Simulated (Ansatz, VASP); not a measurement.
**CdF2 in VASP and in Ansatz**

Contents of POSCAR:

```
CdF2
1.0
    0.0000000000      2.6940000000      2.6940000000
    2.6940000000      0.0000000000      2.6940000000
    2.6940000000      2.6940000000      0.0000000000
Cd F
1 2
Direct
   -0.0092798812      0.0092798812     -0.0092798812
    0.2500000000      0.2500000000      0.2500000000
    0.7500000000      0.7500000000      0.7500000000
```

File INCAR.step1:

```
  PREC = Accurate
  ENCUT = 520
  ISMEAR = 0
  SIGMA = 0.05
  LREAL = F
  LASPH = T
  NELM = 100
  NBANDS = 20
  GGA = PE
  ALGO = Normal
  EDIFF = 1E-4
  LWAVE = T
  LCHARG = F
```

The input INCAR.step2:

```
  PREC = Accurate
  ENCUT = 520
  EDIFF = 1E-6
  ISMEAR = 0
  SIGMA = 0.05
  LREAL = F
  LASPH = T
  NELM = 100
  ALGO = Normal
  ISIF = 2
  LWAVE = F
  LCHARG = T
  METAGGA = R2SCAN
  LMIXTAU = T
  LELF = T
  LVHAR = T
  NBANDS = 20
  ISTART = 1
```

File KPOINTS:

```
regular mesh
0
Gamma
  8 8 8
```

Input for Ansatz:

```yaml
crystal:
  lattice:
    - [0.0, 2.694, 2.694]
    - [2.694, 0.0, 2.694]
    - [2.694, 2.694, 0.0]
  atoms:
    - { symbol: Cd, position: [-0.0092798812, 0.0092798812, -0.0092798812] }
    - { symbol: F, position: [0.25, 0.25, 0.25] }
    - { symbol: F, position: [0.75, 0.75, 0.75] }
basis:
  ecutwfc: 500
kpoints:
  mp_grid: { grid: [8, 8, 8] }
hamiltonian:
  xc: r2scan
scf:
  occupations: { method: gaussian, width: 0.05 }
output:
  forces: true
  stress: true
  eigenvalues: true
```

Change from the starting cell: all Cd atoms moved -0.050 Å, as atom 1 along Cartesian [0 1 0].

Alike in both runs: task single point; functional r2SCAN; k mesh 8 × 8 × 8; occupations gaussian, width 0.05 eV; no spin polarisation.

|  | VASP | Ansatz |
| --- | --- | --- |
| version | VASP 6.6.1 | Ansatz 0.2.0 |
| potentials or method | VASP PAW PBE potentials, release 64 (Cd, F), cutoff 520 eV | scalar-relativistic, plane waves, PAW |
| valence electrons in the cell | 26 | 34 |

|  | VASP | Ansatz | Ansatz less VASP |
| --- | --- | --- | --- |
| gap on the k mesh at the Fermi level (eV) | 3.75 | 3.79 | +0.045 |
| least direct gap on the mesh (eV) | 4.25 | 4.31 | +0.053 |
| pressure (GPa) | 1.2 | 0.2 | -1.00 |
| traceless stress, the component that is largest in VASP (GPa) | -0.08 | -0.07 | +0.013 |
| rms of the force components (eV/Å) | 0.122 | 0.108 | -0.0140 |

VASP's potentials were made for PBE, not for r2SCAN. Atom by atom the forces differ by 0.014 eV/Å (rms over components). VASP's potentials hold 26 valence electrons a cell and Ansatz's 34, so a difference there can come from the potentials and not from the codes.
